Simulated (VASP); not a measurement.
# TiAl16N16 (a cell with a defect) in VASP: single point with PBE

Aim: the single point of TiAl16N16 (a cell with a defect) with PBE.

Program: VASP 6.6.1. These are calculated values, not measurements. Logs are shortened: lines on timing, memory, paths and dates and some standing lists are left out, and cuts for length are marked.

## Step 1: The cell of the first run

The cell holds a defect, 33 atoms: a = 6.260 Å, b = 6.260 Å, c = 10.035 Å, α = 90.00°, β = 90.00°, γ = 120.00°.

## Step 2: Single point, PBE

INCAR

```
SYSTEM = TiAl16N16
  ALGO = Normal
  EDIFF = 1E-6
  ENCUT = 520
  GGA = PE
  GGA_COMPAT = .FALSE.
  ISIF = 2
  ISMEAR = -1
  LASPH = .TRUE.
  LCHARG = .TRUE.
  LELF = .TRUE.
  LREAL = Auto
  LVHAR = .TRUE.
  LWAVE = .FALSE.
  NBANDS = 92
  NELM = 120
  PREC = Accurate
  SIGMA = 0.01
```

KPOINTS

```
Automatic mesh
0
Gamma
  2 2 2
  0.5 0.5 0.5
```

POSCAR

```
TiAl16N16
1.0
    6.2595139100      0.0000000600      0.0000000000
   -3.1297570100      5.4208980300      0.0000000000
    0.0000000000      0.0000000000     10.0348065900
Al N Ti
16 16 1
Direct
    0.3678378200      0.1906403700      0.2487265400
    0.1672533300      0.3377984100      0.5016795500
    0.3304504800      0.1663446400      0.7508182600
    0.1547673400      0.3193871100      0.9976218400
    0.3304356500      0.6465636200      0.2516029700
    0.1874040900      0.8468380200      0.5044413000
    0.3320522000      0.6646585900      0.7546603700
    0.1526697800      0.8346349000      1.0043026500
    0.7943860600      0.1907340100      0.2540330600
    0.6703254600      0.3434578200      0.5064755800
    0.8317677100      0.1675742300      0.7474747100
    0.6631872300      0.3375585000      0.9869944200
    0.9285400300      0.5841155800      0.2839973000
    0.6696973500      0.8395491000      0.5022247200
    0.8356934900      0.6703716100      0.7471789000
    0.6719262600      0.8385330500      0.9972168800
    0.3415852000      0.1783082000      0.4375036200
    0.1528766800      0.3050239300      0.1907096000
    0.3286167700      0.1642607700      0.9366629400
    0.1667298900      0.3317695500      0.6890228200
    0.3403410700      0.6688734600      0.4436621900
    0.1962124100      0.8451079000      0.1952578500
    0.3234324000      0.6616461200      0.9424243200
    0.1715217300      0.8344973300      0.6889528400
    0.8290368000      0.1724801900      0.4479026000
    0.6663502900      0.3688663900      0.1748525300
    0.8262089200      0.1704719200      0.9333613400
    0.6643002500      0.3341294600      0.6898783400
    0.8487666100      0.6891779400      0.4380614500
    0.6234907300      0.8691644100      0.1792558800
    0.8278120400      0.6643526600      0.9302112200
    0.6663440000      0.8319185600      0.6892527500
   -0.0686200400     -0.0674554400      0.2368102200
```

Potentials or basis: VASP PAW PBE potentials, release 64 (Al, N, Ti_sv).

Command:

```console
> cat potpaw_PBE.64/Al/POTCAR potpaw_PBE.64/N/POTCAR potpaw_PBE.64/Ti_sv/POTCAR > POTCAR
> mpirun -np 1 vasp_std > vasp.out
```

OUTCAR:

```text
SYSTEM = TiAl16N16
   EDIFF = 1E-6
   ENCUT = 520
   GGA = PE
   ISIF = 2
   ISMEAR = -1
   LASPH = .TRUE.
   LREAL = Auto
   NELM = 120
   PREC = Accurate

 ion  position               nearest neighbor table
   1  0.368  0.191  0.249-  26 1.79  17 1.90  18 1.90  22 1.95  33 2.38   9 2.67   5 2.98  10 3.06
                            12 3.08   8 3.13   4 3.14  13 3.14   2 3.17   6 3.17   5 3.29
   2  0.167  0.338  0.502-  20 1.88  21 1.89  25 1.91  17 1.92   5 3.02  11 3.06   3 3.09   7 3.10
                            14 3.12   6 3.13  10 3.13  10 3.13   6 3.14  14 3.14   1 3.17   9 3.21
   3  0.330  0.166  0.751-  19 1.86  20 1.89  24 1.90  28 1.91  12 2.98   6 3.02   4 3.05  10 3.07
                             2 3.09  15 3.10   7 3.11   8 3.12  11 3.13  11 3.13   7 3.15  15 3.16
   4  0.155  0.319  0.998-  19 1.89  27 1.90  23 1.94  18 1.94  16 3.02   8 3.03   3 3.05  11 3.06
                             7 3.07   5 3.11  12 3.13  12 3.14   1 3.14   8 3.23  16 3.24   9 3.25
   5  0.330  0.647  0.252-  30 1.81  22 1.90  21 1.93  18 1.95  13 2.37   1 2.98   2 3.02   4 3.11
                            14 3.12   9 3.13   6 3.15  16 3.16   8 3.18   9 3.19   1 3.29
   6  0.187  0.847  0.504-  24 1.85  21 1.90  17 1.92  29 1.95  13 2.75   3 3.02  14 3.04  10 3.07
                             7 3.08  15 3.09   2 3.13   2 3.14   5 3.15   1 3.17  10 3.19  14 3.22
   7  0.332  0.665  0.755-  23 1.88  24 1.91  20 1.92  32 1.93  16 3.05   4 3.07   6 3.08   2 3.10
                             3 3.11  11 3.12  14 3.13  15 3.13  15 3.14  11 3.14   8 3.14   3 3.15
   8  0.153  0.835  0.004-  31 1.91  19 1.91  22 1.93  23 1.96  33 2.93  16 3.02   4 3.03  12 3.09
                            15 3.10   3 3.12   1 3.13   7 3.14  12 3.18   5 3.18  13 3.18   4 3.23
   9  0.794  0.191  0.254-  26 1.85  30 1.90  25 1.97  18 2.08  33 2.18  13 2.19   1 2.67  10 2.95
                            12 3.07   5 3.13  14 3.15   5 3.19   2 3.21  16 3.22   4 3.25
  10  0.670  0.343  0.506-  28 1.84  25 1.88  17 1.91  29 2.00  13 2.73   9 2.95  15 3.00  11 3.03
                             1 3.06   6 3.07   3 3.07  14 3.11   2 3.13   2 3.13  14 3.15   6 3.19
  11  0.832  0.168  0.747-  27 1.87  28 1.90  20 1.91  32 1.91  12 3.02  10 3.03  14 3.04   4 3.06
                             2 3.06  16 3.08   7 3.12  15 3.12   3 3.13   3 3.13  15 3.14   7 3.14
  12  0.663  0.338  0.987-  31 1.86  27 1.87  19 1.88  26 1.89   3 2.98  15 3.01  11 3.02   9 3.07
                             1 3.08   8 3.09  16 3.11   4 3.13   4 3.14  16 3.15   8 3.18
  13  0.929  0.584  0.284-  29 1.84  26 1.87  22 1.88   9 2.19  33 2.22   5 2.37  10 2.73   6 2.75
                             1 3.14   8 3.18
  14  0.670  0.840  0.502-  32 1.88  21 1.88  25 1.89  29 1.90  33 3.03  11 3.04   6 3.04  15 3.06
                            10 3.11   2 3.12   5 3.12   7 3.13   2 3.14   9 3.15  10 3.15   6 3.22
  15  0.836  0.670  0.747-  31 1.84  32 1.89  28 1.91  24 1.91  10 3.00  12 3.01  14 3.06  16 3.09
                             6 3.09   8 3.10   3 3.10  11 3.12   7 3.13  11 3.14   7 3.14   3 3.16
  16  0.672  0.839  0.997-  30 1.88  27 1.91  31 1.91  23 1.97  33 2.79   4 3.02   8 3.02   7 3.05
                            11 3.08  15 3.09  12 3.11  12 3.15   5 3.16   9 3.22   8 3.24   4 3.24
  17  0.342  0.178  0.438-   1 1.90  10 1.91   6 1.92   2 1.92
  18  0.153  0.305  0.191-   1 1.90   4 1.94   5 1.95  33 2.08   9 2.08
  19  0.329  0.164  0.937-   3 1.86  12 1.88   4 1.89   8 1.91
  20  0.167  0.332  0.689-   2 1.88   3 1.89  11 1.91   7 1.92
  21  0.340  0.669  0.444-  14 1.88   2 1.89   6 1.90   5 1.93
  22  0.196  0.845  0.195-  13 1.88   5 1.90   8 1.93   1 1.95  33 2.03
[... 223 lines left out ...]
   GGA     = PE    functional components
   LHFCALC =     F    Hartree Fock is set to
   AEXX    =    0.0000 exact exchange contribution
   IVDW    =     0    specifies the selected vdW correction
   LEPSILON=     F    determine dielectric tensor
   LRPA    =     F    only Hartree local field effects (RPA)
 non-spin polarized calculation
  energy-cutoff  :      520.00
  volume of cell :      340.50
 maximum number of plane-waves:      9165
 NGX is ok and might be reduce to    48
   NGX = 23   NGY = 23   NGZ = 37

 number of electron     140.0000002 magnetization

 Free energy of the ion-electron system (eV)
  ---------------------------------------------------
  ext. energy  EPLUGINS =         0.00000000
  ---------------------------------------------------
  free energy    TOTEN  =      -233.48593363 eV

  energy without entropy =     -233.48174398  energy(sigma->0) =     -233.48383881

 E-fermi :  10.0898     XC(G=0): -11.0941

 val. band max:       10.0852547480   @ k =   0.5000  -0.2500   0.2500
 cond. band min:      10.1167445978   @ k =   0.5000   0.2500   0.2500
 fundamental gap:      0.0314898498
 Fermi energy:        10.0898210505

 k-point     1 :       0.2500    0.2500    0.2500
  band No.  band energies     occupation
      1     -47.0611      2.00000
      2     -23.8531      2.00000
      3     -23.6455      2.00000
      4     -23.2708      2.00000
      5      -8.2677      2.00000
      6      -7.8282      2.00000
[... 1009 lines left out ...]
     81      12.4840      0.00000
     82      12.7148      0.00000
 [bands above 82 left out]

------------------------ aborting loop because EDIFF is reached ----------------------------------------

  FORCE on cell =-STRESS in cart. coord.  units (eV):
  Direction    XX          YY          ZZ          XY          YZ          ZX
  --------------------------------------------------------------------------------------
  -------------------------------------------------------------------------------------
  Total       35.0100670     26.0714963     19.4844259    -10.5106968      1.9085757      1.4370228
  in kB      164.7337816    122.6748919     91.6805775    -49.4562561      8.9804709      6.7616611
  external PRESSURE =     126.3630837 kB  Pullay stress =       0.0000000 kB

 VOLUME and BASIS-vectors are now :
 -----------------------------------------------------------------------------
  energy-cutoff  :      520.00
  volume of cell :      340.50
      direct lattice vectors                 reciprocal lattice vectors
     6.259513910  0.000000060  0.000000000     0.159756813  0.092235641  0.000000000
    -3.129757010  5.420898030  0.000000000    -0.000000002  0.184471279  0.000000000
     0.000000000  0.000000000 10.034806590     0.000000000  0.000000000  0.099653141

 POSITION                                       TOTAL-FORCE (eV/Angst)
 -----------------------------------------------------------------------------------
      1.70583      1.03344      2.49592         0.100176     -0.045924     -0.208854
     -0.01030      1.83117      5.03426        -0.045616      0.115687     -0.155550
      1.54784      0.90174      7.53432         0.081815     -0.043018     -0.124347
     -0.03084      1.73136     10.01094         0.017727      0.311562     -0.111868
      0.04478      3.50496      2.52479         0.089134     -0.131252      0.029136
     -1.47734      4.59062      5.06197        -0.100567      0.035922     -0.124929
[... 25 lines left out ...]
      1.56729      4.50975      6.91652        -0.137481      0.107849      0.221806
      2.91135      5.05523      2.37634        -0.895079     -0.299496      0.359859
 -----------------------------------------------------------------------------------
    total drift:                               -0.011988      0.001266     -0.002115

  FREE ENERGIE OF THE ION-ELECTRON SYSTEM (eV)
  ---------------------------------------------------
  free  energy   TOTEN  =      -233.4859336322 eV

  energy  without entropy=     -233.4817439799  energy(sigma->0) =     -233.48383881
```

stdout:

```text
POSCAR found type information on POSCAR AlN Ti
 POSCAR found :  3 types and      33 ions
 scaLAPACK will be used
 LDA part: xc-table for (Slater+PW92), standard interpolation
 POSCAR, INCAR and KPOINTS ok, starting setup
 FFT: planning ... GRIDC
 FFT: planning ... GRID_SOFT
 FFT: planning ... GRID
 WAVECAR not read
 entering main loop
```

Wall time 21 min (1 thread of Oxide Virtual Turin-like, shared host); peak memory 0.54 GiB.

What came out:

- Free energy: -233.4859 eV
- Pressure: 12.6 GPa
- Largest force: 1.010 eV/Å
- Band gap on the k mesh: zero (bands 70 and 71 overlap by 0.06 eV)

Forces on the atoms (eV/Å):
```
Al   0.100 -0.046 -0.209
Al  -0.046  0.116 -0.156
Al   0.082 -0.043 -0.124
Al   0.018  0.312 -0.112
Al   0.089 -0.131  0.029
Al  -0.101  0.036 -0.125
Al   0.101 -0.048 -0.152
Al   0.361  0.075 -0.217
Al   0.140  0.091 -0.117
Al  -0.168  0.063 -0.179
Al   0.143 -0.089 -0.152
Al  -0.245 -0.031  0.087
Al  -0.174  0.231 -0.123
Al  -0.133 -0.036  0.054
Al   0.070 -0.057 -0.230
Al  -0.526 -0.139 -0.324
N    0.128 -0.038  0.171
N    0.203  0.037  0.054
N    0.076 -0.106  0.071
N   -0.162  0.071  0.097
N    0.202  0.003  0.035
N    0.122  0.205 -0.177
N    0.116 -0.085  0.096
N   -0.150  0.065  0.174
N    0.137 -0.411 -0.152
N    0.025 -0.034  0.051
N    0.262 -0.119  0.138
N   -0.102  0.213  0.137
N    0.059 -0.047  0.253
N    0.335  0.028  0.077
N    0.067  0.108  0.444
N   -0.137  0.108  0.222
Ti  -0.895 -0.299  0.360
```

Levels at points of the mesh, in eV from the Fermi level:
| k point | band 68 | band 69 | band 70 | band 71 | band 72 | band 73 |
| --- | --- | --- | --- | --- | --- | --- |
| (0.25, 0.25, 0.25) | -3.70 | -0.61 | -0.01 | 0.42 | 0.57 | 0.87 |

Caveat: the k points lie up to 0.58 Å⁻¹ apart.

The gap in the log of VASP goes by the Fermi energy; the results here count the filled bands.